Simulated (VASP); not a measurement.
# Re in VASP: a series of runs, part 2 of 2

VASP 6.6.1.

## 5. Relaxation of cell and atoms, PBE

INCAR

```
SYSTEM = Re
PREC = Accurate
ENCUT = 500
EDIFF = 1E-7
ISMEAR = 0
SIGMA = 0.1
LREAL = .False.
LASPH = .True.
NELM = 300
ALGO = All
ISIF = 3
LWAVE = .False.
LCHARG = .False.
GGA = PE
IBRION = 2
NSW = 100
EDIFFG = -0.01
GGA_COMPAT = .False.
NELMIN = 4
ISEARCH = 1
KPAR = 4
```

KPOINTS

```
regular mesh
0
Gamma
  24 24 24
  0 0 0
```

POSCAR

```
Re
1.0
    0.0000000000      1.9567167793      1.9567167793
    1.9567167793      0.0000000000      1.9567167793
    1.9567167793      1.9567167793      0.0000000000
Re
1
Direct
    0.0000000000      0.0000000000      0.0000000000
```

Potentials or basis: VASP PAW PBE potentials, release 64 (Re).

Command:

```bash
$ cat potpaw_PBE.64/Re/POTCAR > POTCAR
$ mpirun -np 4 vasp_std > vasp.out
```

OUTCAR:

```text
SYSTEM = Re
   PREC = Accurate
   ENCUT = 500
   EDIFF = 1E-7
   ISMEAR = 0
   LREAL = .False.
   LASPH = .True.
   NELM = 300
   ISIF = 3
   GGA = PE
   IBRION = 2
   NSW = 100
   EDIFFG = -0.01
   NELMIN = 4

 ion  position               nearest neighbor table
   1  0.000  0.000  0.000-

  LATTYP: Found a face centered cubic cell.
 ALAT       =     3.9134335586

  Lattice vectors:

 A1 = (   0.0000000000,   1.9567167793,   1.9567167793)
 A2 = (   1.9567167793,   0.0000000000,   1.9567167793)
 A3 = (   1.9567167793,   1.9567167793,   0.0000000000)

Analysis of symmetry for initial positions (statically):
=====================================================================
 Subroutine PRICEL returns:
 Original cell was already a primitive cell.

 Routine SETGRP: Setting up the symmetry group for a
 face centered cubic supercell.

 Subroutine GETGRP returns: Found 48 space group operations
 (whereof 48 operations were pure point group operations)
 out of a pool of 48 trial point group operations.

The static configuration has the point symmetry O_h .

Analysis of symmetry for dynamics (positions and initial velocities):
=====================================================================
 Subroutine PRICEL returns:
 Original cell was already a primitive cell.

 Routine SETGRP: Setting up the symmetry group for a
 face centered cubic supercell.

 Subroutine GETGRP returns: Found 48 space group operations
 (whereof 48 operations were pure point group operations)
 out of a pool of 48 trial point group operations.

The dynamic configuration has the point symmetry O_h .

 Subroutine INISYM returns: Found 48 space group operations
 (whereof 48 operations are pure point group operations),
 and found     1 'primitive' translations
[... 104 lines left out ...]
   NELECT =       7.0000    total number of electrons
   NUPDOWN=      -1.0000    fix difference up-down
   EMIN   =  10.00;   EMAX   =-10.00  energy-range for DOS
   EFERMI =   0.00;   METHOD = LEGACY
   ISMEAR =     0;   SIGMA  =   0.10  broadening in eV -4-tet -1-fermi 0-gaus
   EFERMI_NEDOS =   21; number of points for ismear=-14 and -15
   IALGO  =     58    algorithm
   IMIX   =      4    mixing-type and parameters
     AMIX     =   0.40;   BMIX     =  1.00
     AMIX_MAG =   1.60;   BMIX_MAG =  1.00
  volume/ion in A,a.u.               =      14.98       101.11
  Fermi-wavevector in a.u.,A,eV,Ry     =   1.270290  2.400500 21.954860  1.613637
  Thomas-Fermi vector in A             =   2.403285
   LORBIT       =      0    0 simple, 1 ext, 2 COOP (PROOUT), +10 PAW based schemes
   GGA     = PE    functional components
   LHFCALC =     F    Hartree Fock is set to
   AEXX    =    0.0000 exact exchange contribution
   IVDW    =     0    specifies the selected vdW correction
   LEPSILON=     F    determine dielectric tensor
   LRPA    =     F    only Hartree local field effects (RPA)
 conjugate gradient relaxation of ions
 non-spin polarized calculation
 Gauss-broadening in eV      SIGMA  =   0.10
  energy-cutoff  :      500.00
  volume of cell :       14.98
 maximum number of plane-waves:       392
   NGX =  9   NGY =  9   NGZ =  9

 number of electron       7.0000001 magnetization

 Free energy of the ion-electron system (eV)
  ---------------------------------------------------
  ext. energy  EPLUGINS =         0.00000000
  ---------------------------------------------------
  free energy    TOTEN  =       -12.36451490 eV

  energy without entropy =      -12.35952427  energy(sigma->0) =      -12.36201959

 E-fermi :   7.9274     XC(G=0): -13.6318

 val. band max:        7.9252389712   @ k =   0.4583   0.2500   0.1250
 cond. band min:       7.9286419906   @ k =   0.5000   0.2500   0.0417
 fundamental gap:      0.0034030194
 Fermi energy:         7.9273611515

 k-point     1 :       0.0000    0.0000    0.0000
  band No.  band energies     occupation
      1      -2.0757      2.00000
      2       6.0604      2.00000
      3       6.0604      2.00000
      4       6.0604      2.00000
      5       9.1614      0.00000
      6       9.1614      0.00000
      7      21.8259      0.00000
[... 221 lines left out ...]
 k-point    24 :       0.4583    0.0417    0.0000
  band No.  band energies     occupation
      1       1.2480      2.00000
      2       5.8082      2.00000
      3       5.9810      2.00000
      4       7.5698      2.00000
      5      11.5064      0.00000
      6      11.5739      0.00000
      7      18.0449      0.00000

 [... further k-points ...]
[... 5 lines left out ...]
  --------------------------------------------------------------------------------------
  -------------------------------------------------------------------------------------
  Total       -0.0057504     -0.0057504     -0.0057504      0.0000000      0.0000000     -0.0000000
  in kB       -0.6148901     -0.6148901     -0.6148901      0.0000000      0.0000000     -0.0000000
  external PRESSURE =      -0.6148901 kB  Pullay stress =       0.0000000 kB

 VOLUME and BASIS-vectors are now :
 -----------------------------------------------------------------------------
  energy-cutoff  :      500.00
  volume of cell :       14.98
      direct lattice vectors                 reciprocal lattice vectors
     0.000000000  1.956716779  1.956716779    -0.255530082  0.255530082  0.255530082
     1.956716779  0.000000000  1.956716779     0.255530082 -0.255530082  0.255530082
     1.956716779  1.956716779  0.000000000     0.255530082  0.255530082 -0.255530082

 POSITION                                       TOTAL-FORCE (eV/Angst)
 -----------------------------------------------------------------------------------
      0.00000      0.00000      0.00000         0.000000      0.000000      0.000000
 -----------------------------------------------------------------------------------
    total drift:                                0.000000      0.000000      0.000000

  FREE ENERGIE OF THE ION-ELECTRON SYSTEM (eV)
  ---------------------------------------------------
  free  energy   TOTEN  =       -12.3645148987 eV

  energy  without entropy=      -12.3595242323  energy(sigma->0) =      -12.36201957

 reached required accuracy - stopping structural energy minimisation
```

CONTCAR:

```text
Re
   1.00000000000000
     0.0000000000000000    1.9567167793000000    1.9567167793000000
     1.9567167793000000    0.0000000000000000    1.9567167793000000
     1.9567167793000000    1.9567167793000000    0.0000000000000000
  Re
     1
Direct
     0.0000000000000000    0.0000000000000000    0.0000000000000000

  0.00000000E+00  0.00000000E+00  0.00000000E+00
```

Run time: 15 s. Hardware: 4 MPI ranks of Intel Xeon Platinum 8375C at 2.90GHz (Ice Lake), shared host; peak memory 0.19 GiB.

Results:

- Free energy: -12.3645 eV
- Pressure after relaxing: -0.1 GPa
- Band gap on the k mesh: zero (an odd number of electrons rules out a gap without spin polarisation)

Final structure:
```cif
data_structure
_symmetry_space_group_name_H-M 'P 1'
_symmetry_Int_Tables_number 1
_cell_length_a 2.7672
_cell_length_b 2.7672
_cell_length_c 2.7672
_cell_angle_alpha 60.000
_cell_angle_beta 60.000
_cell_angle_gamma 60.000
_cell_volume 14.98
loop_
_atom_site_label
_atom_site_type_symbol
_atom_site_fract_x
_atom_site_fract_y
_atom_site_fract_z
_atom_site_occupancy
Re1 Re 0.00000 0.00000 0.00000 1
```

Caveat: spin-orbit coupling is left out, which moves the levels of the heavy elements.

## 6. Summary

```csv
task,cell,k mesh,cutoff (eV),second try,gap on the mesh (eV),pressure (GPa),relaxed volume (Å³/atom)
single point,"a = 2.767 Å, angles 60.0°, 1 atom, atomic positions A",8 × 8 × 8,600,-,none,-0.4,-
relaxation of cell and atoms,"relaxed from a = 2.768 Å, angles 60.0°, 1 atom, atomic positions A",8 × 8 × 8,600,-,none,0.0,14.96
single point,"a = 4.810 Å, angles 33.4°, 2 atoms, atomic positions B",6 × 6 × 6,600,-,none,-0.3,-
relaxation of cell and atoms,"relaxed from a = 2.767 Å, angles 60.0°, 1 atom, atomic positions A",24 × 24 × 24,500,crashed,none,-0.1,14.98
```

Alike in all rows: level PBE; potentials or basis VASP PAW PBE potentials, release 64 (Re); no spin polarisation; smearing gaussian 0.1 eV.

Caveats: some runs use coarse meshes; spin-orbit coupling is left out, which moves the levels of the heavy elements.

Total energies depend on the potentials used, so only differences within one code and one set of settings carry meaning.

The gap in the log of VASP goes by the Fermi energy; the results here count the filled bands.